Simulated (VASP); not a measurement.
# BN (P-6m2) in VASP: single point with PBE+D3(BJ)

Aim: the single point of BN with PBE+D3(BJ).

Program: VASP 6.6.1. These are calculated values, not measurements. Logs are shortened: lines on timing, memory, paths and dates and some standing lists are left out, and cuts for length are marked.

**1. The cell of the first run**

It takes space group P-6m2 (No. 187, hexagonal). Conventional cell: a = 2.510 Å, b = 2.510 Å, c = 6.690 Å, α = 90.00°, β = 90.00°, γ = 120.00°. B (site symmetry -6m2) has 3 N at 1.45 Å within 1.9 Å. Within 1.9 Å of B (site symmetry -6m2) lie 3 N at 1.45 Å. Within 1.9 Å of N (site symmetry -6m2) lie 3 B at 1.45 Å. N (site symmetry -6m2) has 3 B at 1.45 Å within 1.9 Å.

**2. Single point, PBE+D3(BJ)**

File INCAR:

```
PREC = Accurate ; ENCUT = 700
EDIFF = 1E-6 ; ISMEAR = 0
SIGMA = 0.1 ; LREAL = Auto
LASPH = True ; NELM = 120
ALGO = Normal ; ISIF = 2
LWAVE = False ; LCHARG = True
GGA = PE ; IVDW = 12
LELF = True ; LVHAR = True
NBANDS = 46 ; ISYM = -1
GGA_COMPAT = False
```

File KPOINTS:

```
explicit points
4
Reciprocal
  0.25000000   0.25000000   0.25000000 2
  0.25000000   0.25000000   0.75000000 2
  0.25000000   0.75000000   0.25000000 2
  0.25000000   0.75000000   0.75000000 2
```

File POSCAR:

```
BN
1.0
    2.5099983704     -4.3474447044      0.0000000000
   -5.0199967408      0.0000000000      0.0000000000
    0.0000000000      0.0000000000     -6.6900000000
B N
8 8
Direct
    0.5000000000      0.5000000000      0.5000000000
    0.0000000000      0.5000000000      0.5000000000
    0.5000000000      0.0000000000      0.5000000000
    0.0000000000      0.0000000000      0.5000000000
    0.1666666667      0.3333333333      0.0000000000
    0.6666666667      0.3333333333      0.0000000000
    0.1666666667      0.8333333333      0.0000000000
    0.6666666667      0.8333333333      0.0000000000
    0.5000000000      0.5000000000      0.0000000000
    0.0000000000      0.5000000000      0.0000000000
    0.5000000000      0.0000000000      0.0000000000
    0.0000000000      0.0000000000      0.0000000000
    0.3333333333      0.1666666667      0.5000000000
    0.8333333333      0.1666666667      0.5000000000
    0.3333333333      0.6666666667      0.5000000000
    0.8333333333      0.6666666667      0.5000000000
```

Potentials or basis: VASP PAW PBE potentials, release 64 (B, N).

The run is started by

```console
$ cat potpaw_PBE.64/B/POTCAR potpaw_PBE.64/N/POTCAR > POTCAR
$ mpirun -np 1 vasp_std > vasp.out
```

OUTCAR:

```text
PREC = Accurate
   ENCUT = 700
   EDIFF = 1E-6
   ISMEAR = 0
   LREAL = Auto
   LASPH = True
   NELM = 120
   ISIF = 2
   GGA = PE
   IVDW = 12
   ISYM = -1
 IVDW          = 12

 ion  position               nearest neighbor table
   1  0.500  0.500  0.500-  16 1.45  13 1.45  15 1.45
   2  0.000  0.500  0.500-  15 1.45  14 1.45  16 1.45
   3  0.500  0.000  0.500-  14 1.45  15 1.45  13 1.45
   4  0.000  0.000  0.500-  13 1.45  16 1.45  14 1.45
   5  0.167  0.333  0.000-   9 1.45  12 1.45  10 1.45
   6  0.667  0.333  0.000-  10 1.45  11 1.45   9 1.45
[... 8 lines left out ...]
  15  0.333  0.667  0.500-   2 1.45   3 1.45   1 1.45
  16  0.833  0.667  0.500-   1 1.45   4 1.45   2 1.45

IMPORTANT INFORMATION: All symmetrisations will be switched off!
NOSYMM: (Re-)initialisation of all symmetry stuff for point group C_1.

----------------------------------------------------------------------------------------

                                     Primitive cell

  volume of cell :     146.0036

  direct lattice vectors                    reciprocal lattice vectors
     2.509998370 -4.347444704  0.000000000     0.000000000 -0.230020177  0.000000000
    -5.019996741  0.000000000  0.000000000    -0.199203317 -0.115010088  0.000000000
     0.000000000  0.000000000 -6.690000000     0.000000000  0.000000000 -0.149476831

  length of vectors
     5.019996741  5.019996741  6.690000000     0.230020177  0.230020177  0.149476831

  position of ions in fractional coordinates (direct lattice)
     0.500000000  0.500000000  0.500000000
     0.000000000  0.500000000  0.500000000
     0.500000000  0.000000000  0.500000000
     0.000000000  0.000000000  0.500000000
     0.166666667  0.333333333  0.000000000
     0.666666667  0.333333333  0.000000000
[... 8 lines left out ...]
     0.333333333  0.666666667  0.500000000
     0.833333333  0.666666667  0.500000000

  ion indices of the primitive-cell ions
   primitive index   ion index
                 1           1
                 2           2
                 3           3
                 4           4
                 5           5
                 6           6
[... 8 lines left out ...]
                15          15
                16          16

----------------------------------------------------------------------------------------

 KPOINTS: explicit points

Read explicit list of k-points.

 Found      4 k-points:

 Following reciprocal coordinates:
            Coordinates               Weight
  0.250000  0.250000  0.250000      0.250000
  0.250000  0.250000  0.750000      0.250000
  0.250000  0.750000  0.250000      0.250000
  0.250000  0.750000  0.750000      0.250000
   k-points           NKPTS =      4   k-points in BZ     NKDIM =      4   number of bands    NBANDS=     46
   number of dos      NEDOS =    301   number of ions     NIONS =     16
   total plane-waves  NPLWV = 138240
   dimension x,y,z NGX =    48 NGY =   48 NGZ =   60
   dimension x,y,z NGXF=    96 NGYF=   96 NGZF=  120
   ions per type =               8   8
   NGX,Y,Z   is equivalent  to a cutoff of  15.90, 15.90, 14.91 a.u.
   NGXF,Y,Z  is equivalent  to a cutoff of  31.79, 31.79, 29.82 a.u.
 SYSTEM =  unknown system
   PREC   = accura    normal or accurate (medium, high low for compatibility)
   ISTART =      0    job   : 0-new  1-cont  2-samecut
   ICHARG =      2    charge: 1-file 2-atom 10-const
   ISPIN  =      1    spin polarized calculation?
   LNONCOLLINEAR =      F non collinear calculations
   LSORBIT =      F    spin-orbit coupling
   LASPH  =      T    aspherical Exc in radial PAW
   ENCUT  =  700.0 eV  51.45 Ry    7.17 a.u.  10.83 10.83 14.43*2*pi/ulx,y,z
   NELM   =    120;   NELMIN=  2; NELMDL= -5     # of ELM steps
   EDIFF  = 0.1E-05   stopping-criterion for ELM
   LREAL  =      T    real-space projection
   EDIFFG = 0.1E-04   stopping-criterion for IOM
   NSW    =      0    number of steps for IOM
   IBRION =     -1    ionic relax: 0-MD 1-quasi-New 2-CG
   NFREE  =      0    steps in history (QN), initial steepest desc. (CG)
   ISIF   =      2    stress and relaxation
   ISYM   =     -1    0-nonsym 1-usesym 2-fastsym
   POTIM  = 0.5000    time-step for ionic-motion
   TEBEG  =    0.0;   TEEND  =   0.0 temperature during run
   PSTRESS=    0.0 pullay stress
   NELECT =      64.0000    total number of electrons
   NUPDOWN=      -1.0000    fix difference up-down
   EMIN   =  10.00;   EMAX   =-10.00  energy-range for DOS
   EFERMI =   0.00;   METHOD = LEGACY
   ISMEAR =     0;   SIGMA  =   0.10  broadening in eV -4-tet -1-fermi 0-gaus
   EFERMI_NEDOS =   21; number of points for ismear=-14 and -15
   IALGO  =     38    algorithm
   IMIX   =      4    mixing-type and parameters
     AMIX     =   0.40;   BMIX     =  1.00
     AMIX_MAG =   1.60;   BMIX_MAG =  1.00
  volume/ion in A,a.u.               =       9.13        61.58
  Fermi-wavevector in a.u.,A,eV,Ry     =   1.243599  2.350061 21.041925  1.546538
  Thomas-Fermi vector in A             =   2.377902
   LORBIT       =      0    0 simple, 1 ext, 2 COOP (PROOUT), +10 PAW based schemes
   GGA     = PE    functional components
   LHFCALC =     F    Hartree Fock is set to
   AEXX    =    0.0000 exact exchange contribution
   IVDW    =    12    specifies the selected vdW correction
   LEPSILON=     F    determine dielectric tensor
   LRPA    =     F    only Hartree local field effects (RPA)
 non-spin polarized calculation
 Gauss-broadening in eV      SIGMA  =   0.10
  energy-cutoff  :      700.00
  volume of cell :      146.00
 maximum number of plane-waves:      6145
 NGX is ok and might be reduce to    48
   NGX = 21   NGY = 21   NGZ = 29

 number of electron      63.9999995 magnetization

 Free energy of the ion-electron system (eV)
  ---------------------------------------------------
  ext. energy  EPLUGINS =         0.00000000
  ---------------------------------------------------
  free energy    TOTEN  =      -140.75842492 eV

  energy without entropy =     -140.75842492  energy(sigma->0) =     -140.75842492

 E-fermi :   2.6108     XC(G=0): -10.0159

 val. band max:        2.1051867122   @ k =   0.2500   0.2500   0.7500
 cond. band min:       6.7813456442   @ k =   0.2500   0.2500   0.2500
 fundamental gap:      4.6761589320
 Fermi energy:         2.6107819029

 k-point     1 :       0.2500    0.2500    0.2500
  band No.  band energies     occupation
      1     -14.6618      2.00000
      2     -14.4621      2.00000
      3     -13.6035      2.00000
      4     -13.6035      2.00000
      5     -13.4306      2.00000
      6     -13.4306      2.00000
[... 36 lines left out ...]
     43      12.5996      0.00000
     44      13.6152      0.00000

 k-point     2 :       0.2500    0.2500    0.7500
  band No.  band energies     occupation
      1     -14.6618      2.00000
      2     -14.4621      2.00000
      3     -13.6035      2.00000
      4     -13.6035      2.00000
      5     -13.4306      2.00000
      6     -13.4306      2.00000
[... 36 lines left out ...]
     43      12.5996      0.00000
     44      13.6152      0.00000

 k-point     3 :       0.2500    0.7500    0.2500
  band No.  band energies     occupation
      1     -15.2439      2.00000
      2     -15.0317      2.00000
      3     -13.1742      2.00000
      4     -13.0176      2.00000
      5     -12.4925      2.00000
      6     -12.4925      2.00000
[... 36 lines left out ...]
     43      12.6949      0.00000
     44      12.6949      0.00000

 k-point     4 :       0.2500    0.7500    0.7500
  band No.  band energies     occupation
      1     -15.2439      2.00000
      2     -15.0317      2.00000
      3     -13.1742      2.00000
      4     -13.0176      2.00000
      5     -12.4925      2.00000
      6     -12.4925      2.00000
[... 36 lines left out ...]
     43      12.6949      0.00000
     44      12.6949      0.00000
 [bands above 44 left out]

------------------------ aborting loop because EDIFF is reached ----------------------------------------

 Edisp (eV)   -2.22812

 E8    (eV) :    -0.6523

  FORCE on cell =-STRESS in cart. coord.  units (eV):
  Direction    XX          YY          ZZ          XY          YZ          ZX
  --------------------------------------------------------------------------------------
  -------------------------------------------------------------------------------------
  Total      -1.63529    -1.11794    -0.62840     0.44802    -0.00000     0.00001
  in kB     -17.94489   -12.26779    -6.89572     4.91636    -0.00003     0.00008
  external pressure =      -12.37 kB  Pullay stress =        0.00 kB

 VOLUME and BASIS-vectors are now :
 -----------------------------------------------------------------------------
  energy-cutoff  :      700.00
  volume of cell :      146.00
      direct lattice vectors                 reciprocal lattice vectors
     2.509998370 -4.347444704  0.000000000     0.000000000 -0.230020177  0.000000000
    -5.019996741  0.000000000  0.000000000    -0.199203317 -0.115010088  0.000000000
     0.000000000  0.000000000 -6.690000000     0.000000000  0.000000000 -0.149476831

 POSITION                                       TOTAL-FORCE (eV/Angst)
 -----------------------------------------------------------------------------------
     -1.25500     -2.17372     -3.34500         0.062200     -0.035902      0.000000
     -2.51000      0.00000     -3.34500         0.062215     -0.035921      0.000000
      1.25500     -2.17372     -3.34500         0.062208     -0.035910      0.000001
      0.00000      0.00000     -3.34500         0.062202     -0.035918     -0.000001
     -1.25500     -0.72457      0.00000         0.065227     -0.037659     -0.000000
      0.00000     -2.89830      0.00000         0.065238     -0.037669     -0.000000
[... 8 lines left out ...]
     -2.51000     -1.44915     -3.34500        -0.060310      0.034824      0.000002
     -1.25500     -3.62287     -3.34500        -0.060307      0.034815      0.000001
 -----------------------------------------------------------------------------------
    total drift:                               -0.000128      0.000090     -0.000004

  FREE ENERGIE OF THE ION-ELECTRON SYSTEM (eV)
  ---------------------------------------------------
  free  energy   TOTEN  =      -142.9865408994 eV

  energy  without entropy=     -142.9865408994  energy(sigma->0) =     -142.98654090
```

Wall time 90 s (1 thread of Intel Xeon Platinum 8488C (Sapphire Rapids), shared host); peak memory 0.35 GiB.

Results:

- Free energy: -142.9865 eV
- Pressure: -1.2 GPa
- Largest force: 0.078 eV/Å
- Band gap on the k mesh: 4.68 eV
- Dispersion energy per atom: -0.139 eV

Forces on the atoms (eV/Å):
```
B    0.062 -0.036  0.000
B    0.062 -0.036  0.000
B    0.062 -0.036  0.000
B    0.062 -0.036  0.000
B    0.065 -0.038  0.000
B    0.065 -0.038  0.000
B    0.065 -0.038  0.000
B    0.065 -0.038  0.000
N   -0.067  0.039  0.000
N   -0.067  0.039  0.000
N   -0.067  0.039  0.000
N   -0.067  0.039  0.000
N   -0.060  0.035  0.000
N   -0.060  0.035  0.000
N   -0.060  0.035  0.000
N   -0.060  0.035  0.000
```

Stress tensor (GPa, compression positive):
```
-1.79  0.49  0.00
 0.49 -1.23  0.00
 0.00  0.00 -0.69
```

Caveat: a shifted mesh leaves out Γ, where band edges can lie.
